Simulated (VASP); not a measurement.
# Ba2Tl5V3O12 (P1) in VASP: equation of state

Aim: energy against volume of Ba2Tl5V3O12 in PBE, for its equilibrium volume and stiffness.

Program: VASP 6.6.1. These are calculated values, not measurements. Logs are shortened: lines on timing, memory, paths and dates and some standing lists are left out, and cuts for length are marked.

### Step 1. The cell of the first run

The typed cell holds 22 atoms: a = 6.517 Å, b = 8.660 Å, c = 9.690 Å, α = 71.07°, β = 73.99°, γ = 70.69°.

### Step 2. Equation of state, PBE, collinear spin, ferromagnetic start, 21.79 Å³/atom (21.79 Å³/atom)

Input file INCAR:

```
SYSTEM = Ba2Tl5V3O12
PREC = Accurate
ENCUT = 520
EDIFF = 1E-7
ISMEAR = -1
SIGMA = 0.05
LREAL = .False.
LASPH = .True.
NELM = 100
ALGO = Normal
ISIF = 2
LWAVE = .False.
LCHARG = .False.
ISPIN = 2
MAGMOM = 0 0 2 2 2 0 0 0 0 0 0 0 0 0 0 0 0 0 0 0 0 0
LORBIT = 11
LMAXMIX = 4
GGA = PE
NBANDS = 119
KPAR = 4
```

Input file KPOINTS:

```
Automatic mesh
0
Gamma
  5 4 3
  0 0 0
```

Input file POSCAR:

```
Ba2Tl5V3O12
1.0
    6.5169120972      0.0484503289      0.0197582518
    2.8023019812      8.1938851484      0.0037616107
    2.6280238166      2.4189507534      9.0079701841
Ba V Tl O
2 3 5 12
Direct
    0.8041900000      0.0466500000      0.0226400000
    0.2120500000      0.9515700000      0.3401200000
    0.7454000000      0.7079600000      0.3358200000
    0.2596300000      0.2659900000      0.0322500000
    0.0407400000      0.0769500000      0.6610600000
    0.2563600000      0.3984700000      0.3500300000
    0.5896600000      0.3486600000      0.6055300000
    0.5732700000      0.8806900000      0.6684200000
    0.7455200000      0.4966400000      0.1164800000
    0.1189100000      0.6420600000      0.7430300000
    0.2843300000      0.0971700000      0.5417500000
    0.8535000000      0.4957500000      0.3438600000
    0.4025500000      0.2044800000      0.1728200000
    0.8841400000      0.0537700000      0.5596700000
    0.1401700000      0.4795600000      0.9889900000
    0.5462700000      0.7363100000      0.4871200000
    0.9059400000      0.2427900000      0.7326200000
    0.6154300000      0.8005800000      0.1885700000
    0.0553800000      0.1645100000      0.1016400000
    0.0820900000      0.9040400000      0.8070800000
    0.4417800000      0.2012300000      0.8918700000
    0.9426900000      0.8041700000      0.3086200000
```

Potentials or basis: VASP PAW PBE potentials, release 64 (Ba_sv, V_sv, Tl_d, O).

Launch:

```console
$ cat potpaw_PBE.64/Ba_sv/POTCAR potpaw_PBE.64/V_sv/POTCAR potpaw_PBE.64/Tl_d/POTCAR potpaw_PBE.64/O/POTCAR > POTCAR
$ mpirun -np 4 vasp_std > vasp.out
```

OUTCAR:

```text
SYSTEM = Ba2Tl5V3O12
   PREC = Accurate
   ENCUT = 520
   EDIFF = 1E-7
   ISMEAR = -1
   LREAL = .False.
   LASPH = .True.
   NELM = 100
   ISIF = 2
   ISPIN = 2
   LORBIT = 11
   GGA = PE

 Found     31 irreducible k-points:

 Following reciprocal coordinates:
            Coordinates               Weight
  0.000000  0.000000  0.000000      1.000000
  0.200000  0.000000  0.000000      2.000000
  0.400000  0.000000  0.000000      2.000000
  0.000000  0.250000  0.000000      2.000000
  0.200000  0.250000  0.000000      2.000000
  0.400000  0.250000  0.000000      2.000000
   k-points           NKPTS =     31   k-points in BZ     NKDIM =     31   number of bands    NBANDS=    119
   number of dos      NEDOS =    301   number of ions     NIONS =     22
   total plane-waves  NPLWV = 221184
   dimension x,y,z NGX =    48 NGY =   64 NGZ =   72
   dimension x,y,z NGXF=    96 NGYF=  128 NGZF=  144
   ions per type =               2   3   5  12
   NGX,Y,Z   is equivalent  to a cutoff of  12.24, 12.29, 12.35 a.u.
   NGXF,Y,Z  is equivalent  to a cutoff of  24.49, 24.57, 24.70 a.u.
 SYSTEM =  Ba2Tl5V3O12
   PREC   = accura    normal or accurate (medium, high low for compatibility)
   ISTART =      0    job   : 0-new  1-cont  2-samecut
   ICHARG =      2    charge: 1-file 2-atom 10-const
   ISPIN  =      2    spin polarized calculation?
   LNONCOLLINEAR =      F non collinear calculations
   LSORBIT =      F    spin-orbit coupling
   LASPH  =      T    aspherical Exc in radial PAW
   ENCUT  =  520.0 eV  38.22 Ry    6.18 a.u.  12.12 16.10 18.02*2*pi/ulx,y,z
   NELM   =    100;   NELMIN=  2; NELMDL= -5     # of ELM steps
   EDIFF  = 0.1E-06   stopping-criterion for ELM
   LREAL  =      F    real-space projection
   EDIFFG = 0.1E-05   stopping-criterion for IOM
   NSW    =      0    number of steps for IOM
   IBRION =     -1    ionic relax: 0-MD 1-quasi-New 2-CG
   NFREE  =      0    steps in history (QN), initial steepest desc. (CG)
   ISIF   =      2    stress and relaxation
   ISYM   =      2    0-nonsym 1-usesym 2-fastsym
   POTIM  = 0.5000    time-step for ionic-motion
   TEBEG  =    0.0;   TEEND  =   0.0 temperature during run
   PSTRESS=    0.0 pullay stress
   NELECT =     196.0000    total number of electrons
   NUPDOWN=      -1.0000    fix difference up-down
   EMIN   =  10.00;   EMAX   =-10.00  energy-range for DOS
   EFERMI =   0.00;   METHOD = LEGACY
   ISMEAR =    -1;   SIGMA  =   0.05  broadening in eV -4-tet -1-fermi 0-gaus
   EFERMI_NEDOS =   21; number of points for ismear=-14 and -15
   IALGO  =     38    algorithm
   IMIX   =      4    mixing-type and parameters
     AMIX     =   0.40;   BMIX     =  1.00
     AMIX_MAG =   1.60;   BMIX_MAG =  1.00
  volume/ion in A,a.u.               =      21.79       147.07
  Fermi-wavevector in a.u.,A,eV,Ry     =   1.215015  2.296045 20.085752  1.476261
  Thomas-Fermi vector in A             =   2.350416
[... 24 lines left out ...]

 E-fermi :   2.3041     XC(G=0):  -8.4944

 val. band max:        1.1364513715   @ k =   0.0000   0.0000   0.0000
 cond. band min:       4.0214551275   @ k =  -0.2000  -0.0000   0.3333
 fundamental gap:      2.8850037560
 Fermi energy:         2.3040720250

 spin component 1

 k-point     1 :       0.0000    0.0000    0.0000
  band No.  band energies     occupation
      1     -62.4759      1.00000
      2     -62.4609      1.00000
      3     -62.4475      1.00000
      4     -36.5493      1.00000
      5     -36.5195      1.00000
      6     -36.5169      1.00000
[... 667 lines left out ...]
    109       5.5502      0.00000
    110       5.8471      0.00000

 [... further k-points ...]

 spin component 2

 k-point     1 :       0.0000    0.0000    0.0000
  band No.  band energies     occupation
      1     -62.4759      1.00000
      2     -62.4609      1.00000
      3     -62.4475      1.00000
      4     -36.5493      1.00000
      5     -36.5195      1.00000
      6     -36.5169      1.00000
[... 667 lines left out ...]
    109       5.5502      0.00000
    110       5.8471      0.00000

 [... further k-points ...]

 [bands above 110 left out]

------------------------ aborting loop because EDIFF is reached ----------------------------------------

  FORCE on cell =-STRESS in cart. coord.  units (eV):
  Direction    XX          YY          ZZ          XY          YZ          ZX
  --------------------------------------------------------------------------------------
  -------------------------------------------------------------------------------------
  Total       16.8276850     15.8912371     16.6492997     -0.7120760      0.0965475     -0.4626978
  in kB       56.2340257     53.1046450     55.6379054     -2.3795847      0.3226382     -1.5462233
  external PRESSURE =      54.9921920 kB  Pullay stress =       0.0000000 kB

 VOLUME and BASIS-vectors are now :
 -----------------------------------------------------------------------------
  energy-cutoff  :      520.00
  volume of cell :      479.44
      direct lattice vectors                 reciprocal lattice vectors
     6.516912097  0.048450329  0.019758252     0.153931496 -0.052630317 -0.030775578
     2.802301981  8.193885148  0.003761611    -0.000810620  0.122334432 -0.032614522
     2.628023817  2.418950753  9.007970184    -0.000337298  0.000064355  0.111093924

 POSITION                                       TOTAL-FORCE (eV/Angst)
 -----------------------------------------------------------------------------------
      5.43106      0.47597      0.22001         0.060456     -0.056251      0.040655
      4.94234      8.63006      3.07156        -0.059699     -0.157933      0.136975
      7.72417      6.64939      3.04245         0.077388     -0.183417      0.168375
      2.52212      2.27008      0.29664        -0.153152      0.253394      0.006829
      2.21842      2.23156      5.95590         0.202170     -0.063153     -0.051358
      3.70720      4.12414      3.15962         0.246430      0.156242      0.033014
[... 14 lines left out ...]
      5.78680      3.82765      8.04342         0.463993     -0.840571     -1.294673
      9.20802      7.38149      2.80169         1.150811      0.540959     -0.217951
 -----------------------------------------------------------------------------------
    total drift:                               -0.000236      0.001016      0.000653

  FREE ENERGIE OF THE ION-ELECTRON SYSTEM (eV)
  ---------------------------------------------------
  free  energy   TOTEN  =      -145.9812508043 eV

  energy  without entropy=     -145.9812508043  energy(sigma->0) =     -145.98125080

 total charge

# of ion       s       p       d       tot
------------------------------------------
    1        1.998   5.636   0.286   7.920
    2        2.001   5.638   0.297   7.936
    3        2.442   6.489   3.420  12.351
    4        2.442   6.494   3.428  12.365
    5        2.446   6.495   3.444  12.385
    6        1.267   0.185   9.680  11.131
[... 14 lines left out ...]
   21        1.589   3.423   0.000   5.012
   22        1.583   3.435   0.000   5.018
--------------------------------------------------
tot         36.671  72.824  59.284 168.779

 magnetization (x)

# of ion       s       p       d       tot
------------------------------------------
    1        0.000  -0.000   0.000   0.000
    2       -0.000  -0.000   0.000   0.000
    3       -0.000   0.000   0.000   0.000
    4        0.000   0.000   0.000   0.000
    5       -0.000   0.000   0.000   0.000
    6       -0.000   0.000  -0.000  -0.000
[... 14 lines left out ...]
   21       -0.000  -0.000   0.000  -0.000
   22       -0.000  -0.000   0.000  -0.000
--------------------------------------------------
tot         -0.000  -0.000   0.000  -0.000
```

OSZICAR:

```text
N       E                     dE             d eps       ncg     rms          rms(c)
DAV:   1     0.185287254438E+04    0.18529E+04   -0.10562E+05 16068   0.156E+03
DAV:   2     0.135085949715E+02   -0.18394E+04   -0.17694E+04 17158   0.401E+02
DAV:   3    -0.178927346910E+03   -0.19244E+03   -0.19081E+03 17284   0.127E+02
[... 15 lines left out ...]
DAV:  19    -0.145981229544E+03   -0.14388E-04   -0.11733E-04 18656   0.369E-02    0.195E-02
DAV:  20    -0.145981245846E+03   -0.16302E-04   -0.31883E-05 15760   0.179E-02    0.175E-02
DAV:  21    -0.145981251966E+03   -0.61203E-05   -0.11692E-05 18160   0.167E-02    0.147E-02
DAV:  22    -0.145981250730E+03    0.12361E-05   -0.81773E-06 18136   0.151E-02    0.734E-03
DAV:  23    -0.145981250869E+03   -0.13945E-06   -0.14429E-06 14912   0.529E-03    0.398E-03
DAV:  24    -0.145981250804E+03    0.64952E-07   -0.46431E-07 14776   0.356E-03
   1 F= -.14598125E+03 E0= -.14598125E+03  d E =-.260058E-10  mag=     0.0001
```

Run time: 35 min. Hardware: 4 MPI ranks of Intel Xeon Platinum 8375C at 2.90GHz (Ice Lake), shared host; peak memory 2.4 GiB.

What came out:

```
Free energy                                           : -145.9813 eV
Pressure                                              : 5.5 GPa
Largest force                                         : 1.612 eV/Å
Band gap on the k mesh                                : 2.88 eV (least direct gap 3.01 eV)
Net moment                                            : 0.00 μB per cell
Valence electrons inside the program's atomic spheres : Ba 7.92, 7.94; V 12.35, 12.37, 12.38; Tl 11.13, 11.14, 11.15 (each value once); O 5.00, 4.99, 5.02, 5.01, 5.04 (each value once)
```

Caveat: the cell stands under pressure; spin-orbit coupling is left out, which moves the levels of the heavy elements; an odd mesh through Γ misses points on the zone boundary, where band edges can lie; forces of over 1 eV/Å act on the atoms, so gaps and moduli don't describe the material at rest.

### Step 3. Equation of state, PBE, collinear spin, ferromagnetic start, 22.26 Å³/atom (22.26 Å³/atom)

INCAR is that of step 2.

KPOINTS is that of step 2.

Changes to POSCAR since step 2:

```diff
@@ -2,5 +2,5 @@
 1.0
-    6.5169120972      0.0484503289      0.0197582518
-    2.8023019812      8.1938851484      0.0037616107
-    2.6280238166      2.4189507534      9.0079701841
+    6.5628073565      0.0487915397      0.0198973990
+    2.8220371524      8.2515904662      0.0037881017
+    2.6465316364      2.4359861791      9.0714086839
 Ba V Tl O
```

Potentials or basis: VASP PAW PBE potentials, release 64 (Ba_sv, V_sv, Tl_d, O).

Launch:

```console
$ cat potpaw_PBE.64/Ba_sv/POTCAR potpaw_PBE.64/V_sv/POTCAR potpaw_PBE.64/Tl_d/POTCAR potpaw_PBE.64/O/POTCAR > POTCAR
$ mpirun -np 4 vasp_std > vasp.out
```

Wall time 46 min (4 MPI ranks of Intel Xeon Platinum 8375C at 2.90GHz (Ice Lake), shared host); peak memory 2.5 GiB.

Results (log left out):

```yaml
Free_energy: -146.2794 eV
Pressure: 3.7 GPa
Largest_force: 1.102 eV/Å
Band_gap_on_the_k_mesh: 2.89 eV (least direct gap 3.01 eV)
Net_moment: 0.00 μB per cell
Valence_electrons_inside_the_program's_atomic_spheres: Ba 7.91, 7.92; V 12.27, 12.29, 12.30; Tl 11.12, 11.13, 11.14 (each value once); O 5.00, 4.98, 5.01, 4.99, 5.02 (each value once)
```

Caveat: the cell stands under pressure; spin-orbit coupling is left out, which moves the levels of the heavy elements; an odd mesh through Γ misses points on the zone boundary, where band edges can lie; forces of over 1 eV/Å act on the atoms, so gaps and moduli don't describe the material at rest.

### Step 4. Equation of state, PBE, collinear spin, ferromagnetic start, 22.72 Å³/atom (22.72 Å³/atom)

INCAR is that of step 3.

KPOINTS is that of step 3.

Changes to POSCAR since step 3:

```diff
@@ -2,5 +2,5 @@
 1.0
-    6.5628073565      0.0487915397      0.0198973990
-    2.8220371524      8.2515904662      0.0037881017
-    2.6465316364      2.4359861791      9.0714086839
+    6.6080695271      0.0491280437      0.0200346268
+    2.8415000926      8.3084997850      0.0038142274
+    2.6647841555      2.4527866147      9.1339721001
 Ba V Tl O
```

Launch:

```console
$ cat potpaw_PBE.64/Ba_sv/POTCAR potpaw_PBE.64/V_sv/POTCAR potpaw_PBE.64/Tl_d/POTCAR potpaw_PBE.64/O/POTCAR > POTCAR
$ mpirun -np 4 vasp_std > vasp.out
```

Run time: 42 min. Hardware: 4 MPI ranks of Intel Xeon Platinum 8375C at 2.90GHz (Ice Lake), shared host; peak memory 2.5 GiB.

It converged, with:

| Quantity | Value |
| --- | --- |
| Free energy | -146.4660 eV |
| Pressure | 2.0 GPa |
| Largest force | 0.629 eV/Å |
| Band gap on the k mesh | 2.90 eV (least direct gap 3.01 eV) |
| Net moment | 0.00 μB per cell |
| Valence electrons inside the program's atomic spheres | Ba 7.89, 7.91; V 12.20, 12.21, 12.23; Tl 11.12, 11.13, 11.14 (each value once); O 4.99, 4.97, 5.00, 4.98, 5.01 (each value once) |

Caveat: spin-orbit coupling is left out, which moves the levels of the heavy elements; an odd mesh through Γ misses points on the zone boundary, where band edges can lie.

### Step 5. Equation of state, PBE, collinear spin, ferromagnetic start, 23.65 Å³/atom (23.65 Å³/atom)

INCAR is that of step 4.

KPOINTS is that of step 4.

Changes to POSCAR since step 4:

```diff
@@ -2,5 +2,5 @@
 1.0
-    6.6080695271      0.0491280437      0.0200346268
-    2.8415000926      8.3084997850      0.0038142274
-    2.6647841555      2.4527866147      9.1339721001
+    6.6967790323      0.0497875592      0.0203035801
+    2.8796455852      8.4200365813      0.0038654312
+    2.7005573390      2.4857138541      9.2565903841
 Ba V Tl O
```

Launch:

```console
$ cat potpaw_PBE.64/Ba_sv/POTCAR potpaw_PBE.64/V_sv/POTCAR potpaw_PBE.64/Tl_d/POTCAR potpaw_PBE.64/O/POTCAR > POTCAR
$ mpirun -np 4 vasp_std > vasp.out
```

It took 41 min on 4 MPI ranks of Intel Xeon Platinum 8375C at 2.90GHz (Ice Lake), shared host; peak memory 2.6 GiB.

Results (log left out):

| Property | Result |
| --- | --- |
| Free energy | -146.5479 eV |
| Pressure | -0.8 GPa |
| Largest force | 0.267 eV/Å |
| Band gap on the k mesh | 2.89 eV (least direct gap 3.00 eV) |
| Net moment | 0.00 μB per cell |
| Valence electrons inside the program's atomic spheres | Ba 7.87, 7.88; V 12.06, 12.07, 12.09; Tl 11.11, 11.12 (each value once); O 4.97, 4.96, 4.98, 5.00 (each value once) |

Caveat: spin-orbit coupling is left out, which moves the levels of the heavy elements; an odd mesh through Γ misses points on the zone boundary, where band edges can lie.

### Step 6. Equation of state, PBE, collinear spin, ferromagnetic start, 24.11 Å³/atom (24.11 Å³/atom)

INCAR is that of step 5.

KPOINTS is that of step 5.

Changes to POSCAR since step 5:

```diff
@@ -2,5 +2,5 @@
 1.0
-    6.6967790323      0.0497875592      0.0203035801
-    2.8796455852      8.4200365813      0.0038654312
-    2.7005573390      2.4857138541      9.2565903841
+    6.7402658290      0.0501108641      0.0204354252
+    2.8983451065      8.4747136756      0.0038905321
+    2.7180939170      2.5018553054      9.3166997981
 Ba V Tl O
```

Potentials or basis: VASP PAW PBE potentials, release 64 (Ba_sv, V_sv, Tl_d, O).

Launch:

```console
$ cat potpaw_PBE.64/Ba_sv/POTCAR potpaw_PBE.64/V_sv/POTCAR potpaw_PBE.64/Tl_d/POTCAR potpaw_PBE.64/O/POTCAR > POTCAR
$ mpirun -np 4 vasp_std > vasp.out
```

It took 46 min on 4 MPI ranks of Intel Xeon Platinum 8375C at 2.90GHz (Ice Lake), shared host; peak memory 2.7 GiB.

It converged, with:

```yaml
Free_energy: -146.4625 eV
Pressure: -2.0 GPa
Largest_force: 0.610 eV/Å
Band_gap_on_the_k_mesh: 2.88 eV (least direct gap 2.98 eV)
Net_moment: 0.00 μB per cell
Valence_electrons_inside_the_program's_atomic_spheres: Ba 7.85, 7.87; V 12.00, 12.01, 12.03; Tl 11.10, 11.11, 11.12 (each value once); O 4.96, 4.95, 4.97, 4.99 (each value once)
```

Caveat: spin-orbit coupling is left out, which moves the levels of the heavy elements; an odd mesh through Γ misses points on the zone boundary, where band edges can lie.

### Step 7. Equation of state, PBE, collinear spin, ferromagnetic start

This run uses another cell than the first one, of 23.18 Å³/atom.

Potentials or basis: VASP PAW PBE potentials, release 64 (Ba_sv, V_sv, Tl_d, O).

This step only gathers the single runs of the series.

Results:

```
Equilibrium volume                        : 23.39 Å³/atom
Bulk modulus at fixed shape and positions : 68 GPa
Pressure derivative of the bulk modulus   : 4.3
```

Energy against volume, from the lowest point:
```tsv
volume (Å³/atom)	energy (meV/atom)
21.793	25.95
22.256	12.39
22.720	3.91
23.184	0.00
23.648	0.19
24.111	4.07
```

Caveat: the cell was scaled at fixed shape and fractional positions, which overstates the stiffness of a crystal with free parameters, most of all of layers and chains; spin-orbit coupling is left out, which moves the levels of the heavy elements.
